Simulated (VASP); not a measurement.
# BeS (F-43m) in VASP: further runs

The runs below take BeS through single point, with PBE, HF, PBE-based global hybrid, r2SCAN0.

Program: VASP 6.6.1. These are calculated values, not measurements. Logs are shortened: lines on timing, memory, paths and dates and some standing lists are left out, and cuts for length are marked.

### 1 The cell of the first run

It takes space group F-43m (No. 216, cubic). The conventional cell has a = 4.850 Å, b = 4.850 Å, c = 4.850 Å, α = 90.00°, β = 90.00°, γ = 90.00°. Be (site symmetry -43m) has 4 S at 2.10 Å within 2.8 Å. Within 2.8 Å of S (site symmetry -43m) lie 4 Be at 2.10 Å.

### 2 Single point, PBE

INCAR reads:

```
SYSTEM = BeS
PREC = Accurate ; ENCUT = 520
EDIFF = 1E-6 ; ISMEAR = 0
SIGMA = 0.05 ; LREAL = .FALSE.
LASPH = .TRUE. ; NELM = 100
ALGO = Normal ; ISIF = 2
LWAVE = .FALSE. ; LCHARG = .FALSE.
GGA = PE ; NBANDS = 11
```

KPOINTS reads:

```
Automatic mesh
0
G
  4 4 4
  0 0 0
```

POSCAR reads:

```
BeS
1.0
    0.0000000000      2.4249991143      2.4249991143
    2.4249991143      0.0000000000      2.4249991143
    2.4249991143      2.4249991143      0.0000000000
Be S
1 1
Direct
    0.0000000000      0.0000000000      0.0000000000
    0.7500000000      0.7500000000      0.7500000000
```

Potentials or basis: VASP PAW PBE potentials, release 64 (Be, S).

Command:

```console
$ cat potpaw_PBE.64/Be/POTCAR potpaw_PBE.64/S/POTCAR > POTCAR
$ mpirun -np 1 vasp_std > vasp.out
```

OUTCAR:

```text
SYSTEM = BeS
   PREC = Accurate
   ENCUT = 520
   EDIFF = 1E-6
   ISMEAR = 0
   LREAL = .FALSE.
   LASPH = .TRUE.
   NELM = 100
   ISIF = 2
   GGA = PE

 ion  position               nearest neighbor table
   1  0.000  0.000  0.000-   2 2.10   2 2.10   2 2.10   2 2.10
   2  0.750  0.750  0.750-   1 2.10   1 2.10   1 2.10   1 2.10

  LATTYP: Found a face centered cubic cell.
 ALAT       =     4.8499982286

  Lattice vectors:

 A1 = (   0.0000000000,   2.4249991143,   2.4249991143)
 A2 = (   2.4249991143,   0.0000000000,   2.4249991143)
 A3 = (   2.4249991143,   2.4249991143,   0.0000000000)

Analysis of symmetry for initial positions (statically):
=====================================================================
 Subroutine PRICEL returns:
 Original cell was already a primitive cell.

 Routine SETGRP: Setting up the symmetry group for a
 face centered cubic supercell.

 Subroutine GETGRP returns: Found 24 space group operations
 (whereof 24 operations were pure point group operations)
 out of a pool of 48 trial point group operations.

The static configuration has the point symmetry T_d .

Analysis of symmetry for dynamics (positions and initial velocities):
=====================================================================
 Subroutine PRICEL returns:
 Original cell was already a primitive cell.

 Routine SETGRP: Setting up the symmetry group for a
 face centered cubic supercell.

 Subroutine GETGRP returns: Found 24 space group operations
 (whereof 24 operations were pure point group operations)
 out of a pool of 48 trial point group operations.

The dynamic configuration has the point symmetry T_d .

 Subroutine INISYM returns: Found 24 space group operations
 (whereof 24 operations are pure point group operations),
 and found     1 'primitive' translations

----------------------------------------------------------------------------------------

                                     Primitive cell

  volume of cell :      28.5210

  direct lattice vectors                    reciprocal lattice vectors
     0.000000000  2.424999114  2.424999114    -0.206185642  0.206185642  0.206185642
     2.424999114  0.000000000  2.424999114     0.206185642 -0.206185642  0.206185642
     2.424999114  2.424999114  0.000000000     0.206185642  0.206185642 -0.206185642

  length of vectors
     3.429466636  3.429466636  3.429466636     0.357124008  0.357124008  0.357124008

[... 70 lines left out ...]
   ISYM   =      2    0-nonsym 1-usesym 2-fastsym
   POTIM  = 0.5000    time-step for ionic-motion
   TEBEG  =    0.0;   TEEND  =   0.0 temperature during run
   PSTRESS=    0.0 pullay stress
   NELECT =       8.0000    total number of electrons
   NUPDOWN=      -1.0000    fix difference up-down
   EMIN   =  10.00;   EMAX   =-10.00  energy-range for DOS
   EFERMI =   0.00;   METHOD = LEGACY
   ISMEAR =     0;   SIGMA  =   0.05  broadening in eV -4-tet -1-fermi 0-gaus
   EFERMI_NEDOS =   21; number of points for ismear=-14 and -15
   IALGO  =     38    algorithm
   IMIX   =      4    mixing-type and parameters
     AMIX     =   0.40;   BMIX     =  1.00
     AMIX_MAG =   1.60;   BMIX_MAG =  1.00
  volume/ion in A,a.u.               =      14.26        96.23
  Fermi-wavevector in a.u.,A,eV,Ry     =   1.071642  2.025111 15.625169  1.148418
  Thomas-Fermi vector in A             =   2.207389
   LORBIT       =      0    0 simple, 1 ext, 2 COOP (PROOUT), +10 PAW based schemes
   GGA     = PE    functional components
   LHFCALC =     F    Hartree Fock is set to
   AEXX    =    0.0000 exact exchange contribution
   IVDW    =     0    specifies the selected vdW correction
   LEPSILON=     F    determine dielectric tensor
   LRPA    =     F    only Hartree local field effects (RPA)
 non-spin polarized calculation
 Gauss-broadening in eV      SIGMA  =   0.05
  energy-cutoff  :      520.00
  volume of cell :       28.52
 maximum number of plane-waves:       778
 NGX is ok and might be reduce to    28
   NGX = 13   NGY = 13   NGZ = 13

 number of electron       7.9999999 magnetization

 Free energy of the ion-electron system (eV)
  ---------------------------------------------------
  ext. energy  EPLUGINS =         0.00000000
  ---------------------------------------------------
  free energy    TOTEN  =        -9.96045971 eV

  energy without entropy =       -9.96045971  energy(sigma->0) =       -9.96045971

 E-fermi :   4.4396     XC(G=0):  -9.7211

 val. band max:        4.1977179457   @ k =   0.0000   0.0000   0.0000
 cond. band min:       7.2953908123   @ k =   0.5000   0.5000   0.0000
 fundamental gap:      3.0976728667
 Fermi energy:         4.4396020920

 k-point     1 :       0.0000    0.0000    0.0000
  band No.  band energies     occupation
      1      -9.4969      2.00000
      2       4.1977      2.00000
      3       4.1977      2.00000
      4       4.1977      2.00000
      5       9.8529      0.00000
      6       9.8529      0.00000
      7       9.8529      0.00000
      8      10.0793      0.00000
      9      17.0004      0.00000
     10      17.0004      0.00000
     11      19.0563      0.00000
[... 85 lines left out ...]
 k-point     8 :      -0.2500    0.5000    0.2500
  band No.  band energies     occupation
      1      -7.2838      2.00000
      2      -0.0642      2.00000
      3       0.3232      2.00000
      4       0.8444      2.00000
      5      10.6630      0.00000
      6      12.2933      0.00000
      7      12.6280      0.00000
      8      13.0507      0.00000
      9      18.5691      0.00000
     10      18.6217      0.00000
     11      21.2822      0.00000

------------------------ aborting loop because EDIFF is reached ----------------------------------------

  FORCE on cell =-STRESS in cart. coord.  units (eV):
  Direction    XX          YY          ZZ          XY          YZ          ZX
  --------------------------------------------------------------------------------------
  -------------------------------------------------------------------------------------
  Total        0.3754178      0.3754178      0.3754178     -0.0000000      0.0000000     -0.0000000
  in kB       21.0892273     21.0892273     21.0892273     -0.0000000      0.0000000     -0.0000000
  external PRESSURE =      21.0892273 kB  Pullay stress =       0.0000000 kB

 VOLUME and BASIS-vectors are now :
 -----------------------------------------------------------------------------
  energy-cutoff  :      520.00
  volume of cell :       28.52
      direct lattice vectors                 reciprocal lattice vectors
     0.000000000  2.424999114  2.424999114    -0.206185642  0.206185642  0.206185642
     2.424999114  0.000000000  2.424999114     0.206185642 -0.206185642  0.206185642
     2.424999114  2.424999114  0.000000000     0.206185642  0.206185642 -0.206185642

 POSITION                                       TOTAL-FORCE (eV/Angst)
 -----------------------------------------------------------------------------------
      0.00000      0.00000      0.00000        -0.000000     -0.000000     -0.000000
      3.63750      3.63750      3.63750         0.000000      0.000000      0.000000
 -----------------------------------------------------------------------------------
    total drift:                               -0.000000     -0.000000     -0.000000

  FREE ENERGIE OF THE ION-ELECTRON SYSTEM (eV)
  ---------------------------------------------------
  free  energy   TOTEN  =        -9.9604597075 eV

  energy  without entropy=       -9.9604597075  energy(sigma->0) =       -9.96045971
```

OSZICAR:

```text
N       E                     dE             d eps       ncg     rms          rms(c)
DAV:   1     0.184925273738E+02    0.18493E+02   -0.37007E+03   176   0.607E+02
DAV:   2    -0.905076465405E+01   -0.27543E+02   -0.26657E+02   249   0.118E+02
DAV:   3    -0.101353535053E+02   -0.10846E+01   -0.10804E+01   217   0.215E+01
DAV:   4    -0.101425465987E+02   -0.71931E-02   -0.71917E-02   242   0.203E+00
DAV:   5    -0.101426001003E+02   -0.53502E-04   -0.53501E-04   206   0.181E-01    0.559E+00
DAV:   6    -0.100009991159E+02    0.14160E+00   -0.12524E-01   214   0.169E+00    0.384E+00
DAV:   7    -0.995894402264E+01    0.42055E-01   -0.12346E-01   208   0.184E+00    0.105E+00
DAV:   8    -0.996031413811E+01   -0.13701E-02   -0.69981E-03   236   0.430E-01    0.150E-01
DAV:   9    -0.996040879260E+01   -0.94654E-04   -0.51270E-04   226   0.142E-01    0.262E-02
DAV:  10    -0.996045418899E+01   -0.45396E-04   -0.73709E-05   217   0.490E-02    0.110E-02
DAV:  11    -0.996045943740E+01   -0.52484E-05   -0.14799E-05   216   0.203E-02    0.765E-03
DAV:  12    -0.996045970752E+01   -0.27012E-06   -0.40178E-07   178   0.454E-03
   1 F= -.99604597E+01 E0= -.99604597E+01  d E =-.906686E-13
```

Run time: 2.2 s. Hardware: 1 thread of Intel Xeon 6975P-C (Granite Rapids), shared host; peak memory 0.14 GiB.

Results:

- Free energy: -9.9605 eV
- Pressure: 2.1 GPa
- Band gap on the k mesh: 3.10 eV, indirect (least direct gap 5.66 eV)

Levels at points of the mesh, in eV from the valence-band top:
```
           k point  band 1  band 2  band 3  band 4  band 5  band 6  band 7  band 8
(0.00, 0.00, 0.00)  -13.69    0.00    0.00    0.00    5.66    5.66    5.66    5.88
(0.50, 0.00, 0.00)  -12.08   -5.80   -1.04   -1.04    5.47    6.55    6.55   11.20
(0.50, 0.50, 0.00)  -11.54   -5.03   -2.65   -2.65    3.10    4.90   12.77   12.77
```

Caveat: the k points lie up to 0.56 Å⁻¹ apart. A k mesh can miss the band edges.

### 3 Single point, HF

POSCAR is that of step 2.

INCAR.step1 reads:

```
SYSTEM = BeS
PREC = Accurate ; ENCUT = 520
EDIFF = 1E-5 ; ISMEAR = 0
SIGMA = 0.05 ; LREAL = .FALSE.
LASPH = .TRUE. ; NELM = 60
ALGO = Normal ; ISIF = 2
LWAVE = .TRUE. ; GGA = PE
NBANDS = 11
```

INCAR.step2 reads:

```
SYSTEM = BeS
PREC = Accurate ; ENCUT = 520
EDIFF = 1E-7 ; ISMEAR = 0
SIGMA = 0.05 ; LREAL = .FALSE.
LASPH = .TRUE. ; NELM = 60
ALGO = Normal ; ISIF = 2
LWAVE = .FALSE. ; LCHARG = .TRUE.
GGA = PE ; LHFCALC = .TRUE.
AEXX = 1.0 ; ALDAC = 0.0
AGGAC = 0.0 ; PRECFOCK = Normal
LELF = .TRUE. ; LVHAR = .TRUE.
ISTART = 1 ; NBANDS = 11
```

KPOINTS reads:

```
regular mesh
0
G
  4 4 4
  0 0 0
```

Potentials or basis: VASP PAW PBE potentials, release 64 (Be, S).

Command:

```console
$ cat potpaw_PBE.64/Be/POTCAR potpaw_PBE.64/S/POTCAR > POTCAR
$ cp INCAR.step1 INCAR
$ mpirun -np 1 vasp_std > vasp.out
$ cp INCAR.step2 INCAR
$ mpirun -np 1 vasp_std > vasp.out
```

OUTCAR:

```text
SYSTEM = BeS
   PREC = Accurate
   ENCUT = 520
   EDIFF = 1E-7
   ISMEAR = 0
   LREAL = .FALSE.
   LASPH = .TRUE.
   NELM = 60
   ISIF = 2
   GGA = PE
   LHFCALC = .TRUE.
   AEXX = 1.0
   PRECFOCK = Normal
   ISTART = 1

 ion  position               nearest neighbor table
   1  0.000  0.000  0.000-   2 2.10   2 2.10   2 2.10   2 2.10
   2  0.750  0.750  0.750-   1 2.10   1 2.10   1 2.10   1 2.10

  LATTYP: Found a face centered cubic cell.
 ALAT       =     4.8499982286

  Lattice vectors:
[... 289 lines left out ...]

------------------------ aborting loop because EDIFF is reached ----------------------------------------

  FORCE on cell =-STRESS in cart. coord.  units (eV):
  Direction    XX          YY          ZZ          XY          YZ          ZX
  --------------------------------------------------------------------------------------
  -------------------------------------------------------------------------------------
  Total        0.9769396      0.9769396      0.9769396      0.0000000      0.0000000      0.0000000
  in kB       54.8799327     54.8799327     54.8799327      0.0000000      0.0000000      0.0000000
  external PRESSURE =      54.8799327 kB  Pullay stress =       0.0000000 kB

 VOLUME and BASIS-vectors are now :
 -----------------------------------------------------------------------------
  energy-cutoff  :      520.00
  volume of cell :       28.52
      direct lattice vectors                 reciprocal lattice vectors
     0.000000000  2.424999114  2.424999114    -0.206185642  0.206185642  0.206185642
     2.424999114  0.000000000  2.424999114     0.206185642 -0.206185642  0.206185642
     2.424999114  2.424999114  0.000000000     0.206185642  0.206185642 -0.206185642

 POSITION                                       TOTAL-FORCE (eV/Angst)
 -----------------------------------------------------------------------------------
      0.00000      0.00000      0.00000         0.000000     -0.000000     -0.000000
      3.63750      3.63750      3.63750        -0.000000      0.000000      0.000000
 -----------------------------------------------------------------------------------
    total drift:                               -0.000000     -0.000000     -0.000000

  FREE ENERGIE OF THE ION-ELECTRON SYSTEM (eV)
  ---------------------------------------------------
  free  energy   TOTEN  =       -16.0173743211 eV

  energy  without entropy=      -16.0173743211  energy(sigma->0) =      -16.01737432
```

It took 52 s on 1 thread of Intel Xeon 6975P-C (Granite Rapids), shared host; peak memory 0.15 GiB.

Results:

```
Free energy            : -16.0174 eV
Pressure               : 5.5 GPa
Band gap on the k mesh : 10.63 eV, indirect (least direct gap 14.08 eV)
```

Caveat: the k points lie up to 0.56 Å⁻¹ apart; the PAW data sets were made with another functional, which shifts forces and pressure a little.

### 4 Single point, PBE-based global hybrid

POSCAR is that of step 3.

INCAR.step1 reads:

```
PREC = Accurate
ENCUT = 520
EDIFF = 1E-5
ISMEAR = 0
SIGMA = 0.05
LREAL = False
LASPH = True
NELM = 100
ALGO = Normal
ISIF = 2
LWAVE = True
LCHARG = False
NBANDS = 11
GGA = PE
```

INCAR.step2 reads:

```
PREC = Accurate
ENCUT = 520
EDIFF = 1E-6
ISMEAR = 0
SIGMA = 0.05
LREAL = False
LASPH = True
NELM = 100
ALGO = Normal
ISIF = 2
LWAVE = False
LCHARG = False
GGA = PE
LHFCALC = True
AEXX = 0.4
PRECFOCK = Normal
NBANDS = 11
ISTART = 1
```

KPOINTS reads:

```
Automatic mesh
0
Gamma
  4 4 4
```

Command:

```console
$ cat potpaw_PBE.64/Be/POTCAR potpaw_PBE.64/S/POTCAR > POTCAR
$ cp INCAR.step1 INCAR
$ mpirun -np 1 vasp_std > vasp.out
$ cp INCAR.step2 INCAR
$ mpirun -np 1 vasp_std > vasp.out
```

Wall time 35 s (1 thread of Intel Xeon 6975P-C (Granite Rapids), shared host); peak memory 0.15 GiB.

It converged, with:

```yaml
Free_energy: -13.2020 eV
Pressure: -0.5 GPa
Band_gap_on_the_k_mesh: 5.88 eV, indirect (least direct gap 8.88 eV)
```

Levels at points of the mesh, in eV from the valence-band top:
```
           k point  band 2  band 3  band 4  band 5  band 6  band 7
(0.00, 0.00, 0.00)    0.00    0.00    0.00    8.88    8.88    8.88
(0.50, 0.00, 0.00)   -6.72   -1.18   -1.18    8.58    9.79    9.79
(0.50, 0.50, 0.00)   -5.87   -3.03   -3.03    5.88    7.87   16.87
```

Caveat: the k points lie up to 0.56 Å⁻¹ apart; the PAW data sets were made with another functional, which shifts forces and pressure a little. A k mesh can miss the band edges.

[end of part 1 of 2]
